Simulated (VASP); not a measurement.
# Zn in VASP: notebook

Zn is run at these levels: PBEsol; tasks: single point.

Everything below comes from runs of VASP 6.6.1. Logs are shortened: lines on timing, memory, paths and dates and some standing lists are left out, and cuts for length are marked.

## (1) The cell of the first run

The structure is monoclinic, space group P2_1/m (No. 11). Conventional cell: a = 2.665 Å, b = 4.947 Å, c = 2.665 Å, α = 90.00°, β = 120.00°, γ = 90.00°. Zn (site symmetry m) has 12 Zn at 2.66 to 3.02 Å within 3.5 Å.

## (2) Single point, PBEsol (atom 1 (Zn) moved by (-0.100, +0.200) A along x and y)

Input file INCAR:

```
SYSTEM = Zn
PREC = Accurate ; ENCUT = 520
EDIFF = 1E-6 ; ISMEAR = 0
SIGMA = 0.15 ; LREAL = .FALSE.
LASPH = .TRUE. ; NELM = 80
ALGO = Fast ; ISIF = 2
LWAVE = .FALSE. ; LCHARG = .FALSE.
GGA = PS ; NBANDS = 19
```

Input file KPOINTS:

```
Automatic mesh
0
G
  24 24 10
  0 0 0
```

Input file POSCAR:

```
Zn
1.0
    2.6647980532      0.0000000000      0.0000000000
   -1.3323990266      2.3077828100      0.0000000000
    0.0000000000      0.0000000000      4.9467000000
Zn
2
Direct
    0.3391386715      0.7533299346      0.2500000000
    0.6666666667      0.3333333333      0.7500000000
```

Potentials or basis: VASP PAW PBE potentials, release 64 (Zn).

Started as:

```console
cat potpaw_PBE.64/Zn/POTCAR > POTCAR
mpirun -np 1 vasp_std > vasp.out
```

OUTCAR:

```text
SYSTEM = Zn
   PREC = Accurate
   ENCUT = 520
   EDIFF = 1E-6
   ISMEAR = 0
   LREAL = .FALSE.
   LASPH = .TRUE.
   NELM = 80
   ISIF = 2
   GGA = PS

 ion  position               nearest neighbor table
   1  0.339  0.753  0.250-   2 2.81   2 2.81   2 2.93   2 2.93   2 3.02   2 3.02
   2  0.667  0.333  0.750-   1 2.81   1 2.81   1 2.93   1 2.93   1 3.02   1 3.02

  LATTYP: Found a hexagonal cell.
 ALAT       =     2.6647980532
 C/A-ratio  =     1.8563132745

  Lattice vectors:

 A1 = (   2.6647980532,   0.0000000000,   0.0000000000)
 A2 = (  -1.3323990266,   2.3077828100,   0.0000000000)
 A3 = (   0.0000000000,   0.0000000000,   4.9467000000)

Analysis of symmetry for initial positions (statically):
=====================================================================
 Subroutine PRICEL returns:
 Original cell was already a primitive cell.

 Routine SETGRP: Setting up the symmetry group for a
 hexagonal supercell.

 Subroutine GETGRP returns: Found  4 space group operations
 (whereof  1 operations were pure point group operations)
 out of a pool of 24 trial point group operations.

The static configuration has the point symmetry C_1 .
 The point group associated with its full space group is C_2h.

Analysis of symmetry for dynamics (positions and initial velocities):
=====================================================================
 Subroutine PRICEL returns:
 Original cell was already a primitive cell.

 Routine SETGRP: Setting up the symmetry group for a
 hexagonal supercell.

 Subroutine GETGRP returns: Found  4 space group operations
 (whereof  1 operations were pure point group operations)
 out of a pool of 24 trial point group operations.

The dynamic configuration has the point symmetry C_1 .
 The point group associated with its full space group is C_2h.

 Subroutine INISYM returns: Found  4 space group operations
 (whereof  1 operations are pure point group operations),
 and found     1 'primitive' translations

----------------------------------------------------------------------------------------

                                     Primitive cell

  volume of cell :      30.4211

  direct lattice vectors                    reciprocal lattice vectors
     2.664798053  0.000000000  0.000000000     0.375262958  0.216658170  0.000000000
    -1.332399027  2.307782810  0.000000000     0.000000000  0.433316340  0.000000000
     0.000000000  0.000000000  4.946700000     0.000000000  0.000000000  0.202154972

  length of vectors
     2.664798053  2.664798053  4.946700000     0.433316340  0.433316340  0.202154972

  position of ions in fractional coordinates (direct lattice)
     0.339138672  0.753329935  0.250000000
     0.666666667  0.333333333  0.750000000

  ion indices of the primitive-cell ions
   primitive index   ion index
                 1           1
                 2           2

----------------------------------------------------------------------------------------

 KPOINTS: Automatic mesh

Automatic generation of k-mesh.
 Grid dimensions read from file:
 generate k-points for:   24   24   10

 Generating k-lattice:

  Cartesian coordinates                     Fractional coordinates (reciprocal lattice)
     0.015635957  0.009027424  0.000000000     0.041666667 -0.000000000  0.000000000
     0.000000000  0.018054847  0.000000000     0.000000000  0.041666667  0.000000000
     0.000000000  0.000000000  0.020215497     0.000000000  0.000000000  0.100000000

  Length of vectors
     0.018054847  0.018054847  0.020215497

  Shift w.r.t. Gamma in fractional coordinates (k-lattice)
     0.000000000  0.000000000  0.000000000

 Subroutine IBZKPT returns following result:
 ===========================================

 Found   1740 irreducible k-points:

 Following reciprocal coordinates:
            Coordinates               Weight
  0.000000  0.000000  0.000000      1.000000
  0.041667  0.000000  0.000000      2.000000
  0.000000  0.041667  0.000000      2.000000
 -0.041667  0.041667  0.000000      2.000000
  0.083333  0.000000  0.000000      2.000000
  0.000000  0.083333  0.000000      2.000000
[... 16 lines left out ...]
  0.333333  0.000000  0.000000      2.000000
  0.000000  0.333333  0.000000      2.000000
 [... further k-points ...]
   k-points           NKPTS =   1740   k-points in BZ     NKDIM =   1740   number of bands    NBANDS=     19
   number of dos      NEDOS =    301   number of ions     NIONS =      2
   total plane-waves  NPLWV =  16000
   dimension x,y,z NGX =    20 NGY =   20 NGZ =   40
   dimension x,y,z NGXF=    40 NGYF=   40 NGZF=   80
   ions per type =               2
   NGX,Y,Z   is equivalent  to a cutoff of  12.48, 12.48, 13.44 a.u.
   NGXF,Y,Z  is equivalent  to a cutoff of  24.95, 24.95, 26.89 a.u.
 SYSTEM =  Zn
   PREC   = accura    normal or accurate (medium, high low for compatibility)
   ISTART =      0    job   : 0-new  1-cont  2-samecut
   ICHARG =      2    charge: 1-file 2-atom 10-const
   ISPIN  =      1    spin polarized calculation?
   LNONCOLLINEAR =      F non collinear calculations
   LSORBIT =      F    spin-orbit coupling
   LASPH  =      T    aspherical Exc in radial PAW
   ENCUT  =  520.0 eV  38.22 Ry    6.18 a.u.   4.95  4.95  9.20*2*pi/ulx,y,z
   NELM   =     80;   NELMIN=  2; NELMDL= -5     # of ELM steps
   EDIFF  = 0.1E-05   stopping-criterion for ELM
   LREAL  =      F    real-space projection
   EDIFFG = 0.1E-04   stopping-criterion for IOM
   NSW    =      0    number of steps for IOM
   IBRION =     -1    ionic relax: 0-MD 1-quasi-New 2-CG
   NFREE  =      0    steps in history (QN), initial steepest desc. (CG)
   ISIF   =      2    stress and relaxation
   ISYM   =      2    0-nonsym 1-usesym 2-fastsym
   POTIM  = 0.5000    time-step for ionic-motion
   TEBEG  =    0.0;   TEEND  =   0.0 temperature during run
   PSTRESS=    0.0 pullay stress
   NELECT =      24.0000    total number of electrons
   NUPDOWN=      -1.0000    fix difference up-down
   EMIN   =  10.00;   EMAX   =-10.00  energy-range for DOS
   EFERMI =   0.00;   METHOD = LEGACY
   ISMEAR =     0;   SIGMA  =   0.15  broadening in eV -4-tet -1-fermi 0-gaus
   EFERMI_NEDOS =   21; number of points for ismear=-14 and -15
   IALGO  =     68    algorithm
   IMIX   =      4    mixing-type and parameters
     AMIX     =   0.40;   BMIX     =  1.00
     AMIX_MAG =   1.60;   BMIX_MAG =  1.00
  volume/ion in A,a.u.               =      15.21       102.65
  Fermi-wavevector in a.u.,A,eV,Ry     =   1.512703  2.858594 31.133805  2.288270
  Thomas-Fermi vector in A             =   2.622592
   LORBIT       =      0    0 simple, 1 ext, 2 COOP (PROOUT), +10 PAW based schemes
   GGA     = PS    functional components
   LHFCALC =     F    Hartree Fock is set to
   AEXX    =    0.0000 exact exchange contribution
   IVDW    =     0    specifies the selected vdW correction
   LEPSILON=     F    determine dielectric tensor
   LRPA    =     F    only Hartree local field effects (RPA)
 non-spin polarized calculation
 RMM-DIIS sequential band-by-band and
 Gauss-broadening in eV      SIGMA  =   0.15
  energy-cutoff  :      520.00
  volume of cell :       30.42
 maximum number of plane-waves:       855
   NGX =  9   NGY =  9   NGZ = 19

 number of electron      24.0000012 magnetization

 Free energy of the ion-electron system (eV)
  ---------------------------------------------------
  ext. energy  EPLUGINS =         0.00000000
  ---------------------------------------------------
  free energy    TOTEN  =        -3.12793607 eV

  energy without entropy =       -3.12383138  energy(sigma->0) =       -3.12588373

 E-fermi :   2.9397     XC(G=0): -11.6989

 val. band max:        2.9359790355   @ k =   0.2083   0.0833   0.1000
 cond. band min:       2.9425710491   @ k =  -0.0833   0.2917   0.1000
 fundamental gap:      0.0065920137
 Fermi energy:         2.9396824075

 k-point     1 :       0.0000    0.0000    0.0000
  band No.  band energies     occupation
      1      -7.4767      2.00000
      2      -5.6436      2.00000
      3      -4.9692      2.00000
      4      -4.7229      2.00000
      5      -4.6973      2.00000
      6      -4.6738      2.00000
[... 11 lines left out ...]
     18      21.3841      0.00000
     19      22.3367      0.00000

 k-point     2 :       0.0417    0.0000    0.0000
  band No.  band energies     occupation
      1      -7.4251      2.00000
      2      -5.6206      2.00000
      3      -4.9631      2.00000
      4      -4.7231      2.00000
      5      -4.6908      2.00000
      6      -4.6749      2.00000
[... 11 lines left out ...]
     18      21.0905      0.00000
     19      22.6351      0.00000

 k-point     3 :       0.0000    0.0417    0.0000
  band No.  band energies     occupation
      1      -7.4249      2.00000
      2      -5.6203      2.00000
      3      -4.9639      2.00000
      4      -4.7284      2.00000
      5      -4.6864      2.00000
      6      -4.6624      2.00000
[... 11 lines left out ...]
     18      21.3545      0.00000
     19      22.4121      0.00000

 k-point     4 :      -0.0417    0.0417    0.0000
  band No.  band energies     occupation
      1      -7.4252      2.00000
      2      -5.6210      2.00000
      3      -4.9631      2.00000
      4      -4.7122      2.00000
      5      -4.7005      2.00000
      6      -4.6783      2.00000
[... 11 lines left out ...]
     18      21.1230      0.00000
     19      22.7927      0.00000

 k-point     5 :       0.0833    0.0000    0.0000
  band No.  band energies     occupation
      1      -7.2712      2.00000
      2      -5.5548      2.00000
      3      -4.9468      2.00000
      4      -4.7346      2.00000
      5      -4.6862      2.00000
      6      -4.6585      2.00000
[... 11 lines left out ...]
     18      20.7016      0.00000
     19      22.8141      0.00000
[... 334 lines left out ...]
      2      -5.2402      2.00000
      3      -4.8912      2.00000
      4      -4.7881      2.00000
      5      -4.6904      2.00000
      6      -4.6483      2.00000
[... 11 lines left out ...]
     18      17.8363      0.00000
     19      19.7459      0.00000

 k-point    22 :      -0.2917    0.2917    0.0000
  band No.  band energies     occupation
      1      -5.5720      2.00000
      2      -5.2814      2.00000
      3      -4.9960      2.00000
      4      -4.7732      2.00000
      5      -4.5444      2.00000
      6      -4.5178      2.00000
[... 11 lines left out ...]
     18      17.8380      0.00000
     19      19.5243      0.00000

 k-point    23 :       0.3333    0.0000    0.0000
  band No.  band energies     occupation
      1      -5.4138      2.00000
      2      -5.2917      2.00000
      3      -5.0439      2.00000
      4      -4.7315      2.00000
      5      -4.6229      2.00000
      6      -4.4845      2.00000
[... 11 lines left out ...]
     18      17.0981      0.00000
     19      20.0709      0.00000

 k-point    24 :       0.0000    0.3333    0.0000
  band No.  band energies     occupation
      1      -5.3938      2.00000
      2      -5.2623      2.00000
      3      -4.9772      2.00000
      4      -4.7094      2.00000
      5      -4.6920      2.00000
      6      -4.5815      2.00000
[... 11 lines left out ...]
     18      17.5248      0.00000
     19      19.5668      0.00000

 [... further k-points ...]
[... 5 lines left out ...]
  --------------------------------------------------------------------------------------
  -------------------------------------------------------------------------------------
  Total       -0.9626940     -1.0988134     -0.4464570     -0.0589429      0.0000000      0.0000000
  in kB      -50.7018778    -57.8708313    -23.5133985     -3.1043247      0.0000000      0.0000000
  external PRESSURE =     -44.0287025 kB  Pullay stress =       0.0000000 kB

 VOLUME and BASIS-vectors are now :
 -----------------------------------------------------------------------------
  energy-cutoff  :      520.00
  volume of cell :       30.42
      direct lattice vectors                 reciprocal lattice vectors
     2.664798053  0.000000000  0.000000000     0.375262958  0.216658170  0.000000000
    -1.332399027  2.307782810  0.000000000     0.000000000  0.433316340  0.000000000
     0.000000000  0.000000000  4.946700000     0.000000000  0.000000000  0.202154972

 POSITION                                       TOTAL-FORCE (eV/Angst)
 -----------------------------------------------------------------------------------
     -0.10000      1.73852      1.23667         0.026363     -0.113199     -0.000000
      1.33240      0.76926      3.71002        -0.026363      0.113199      0.000000
 -----------------------------------------------------------------------------------
    total drift:                                0.000004     -0.000033     -0.000000

  FREE ENERGIE OF THE ION-ELECTRON SYSTEM (eV)
  ---------------------------------------------------
  free  energy   TOTEN  =        -3.1279360692 eV

  energy  without entropy=       -3.1238313845  energy(sigma->0) =       -3.12588373
```

Run time: 8.3 min. Hardware: 1 thread of AMD EPYC 9R45 (Zen 5), shared host; peak memory 0.8 GiB.

What came out:

| Item | Value |
| --- | --- |
| Free energy | -3.1279 eV |
| Pressure | -4.4 GPa |
| Largest force | 0.116 eV/Å |
| Band gap on the k mesh | zero (bands 12 and 13 overlap by 4.52 eV) |

Forces on the atoms (eV/Å):
```
Zn   0.026 -0.113  0.000
Zn  -0.026  0.113  0.000
```

Levels at points of the mesh, in eV from the Fermi level:
| k point | band 10 | band 11 | band 12 | band 13 | band 14 | band 15 |
| --- | --- | --- | --- | --- | --- | --- |
| (0.00, 0.00, 0.00) | -7.13 | -7.02 | -3.65 | -3.03 | 13.60 | 17.06 |
| (0.50, 0.00, 0.00) | -6.87 | -2.86 | -2.16 | 2.58 | 3.48 | 4.10 |
| (0.00, 0.50, 0.00) | -6.86 | -2.70 | -2.36 | 3.00 | 3.69 | 4.07 |
| (0.50, 0.50, 0.00) | -6.88 | -2.97 | -2.01 | 2.28 | 3.09 | 4.38 |
| (0.00, 0.00, 0.50) | -7.16 | -7.14 | -7.14 | 4.58 | 4.58 | 18.66 |
| (0.50, 0.00, 0.50) | -6.87 | -1.87 | -1.87 | 0.09 | 0.09 | 10.11 |
| (0.00, 0.50, 0.50) | -6.87 | -1.98 | -1.98 | 0.24 | 0.24 | 9.87 |
| (0.50, 0.50, 0.50) | -6.87 | -1.73 | -1.73 | -0.09 | -0.09 | 10.44 |

Caveat: the cell differs from its parent crystal (atom 1 (Zn) moved by (-0.100, +0.200) A along x and y); the cell stands under tension; the PAW data sets were made with another functional, which shifts forces and pressure a little.

(Continued in part 2 of 2.)
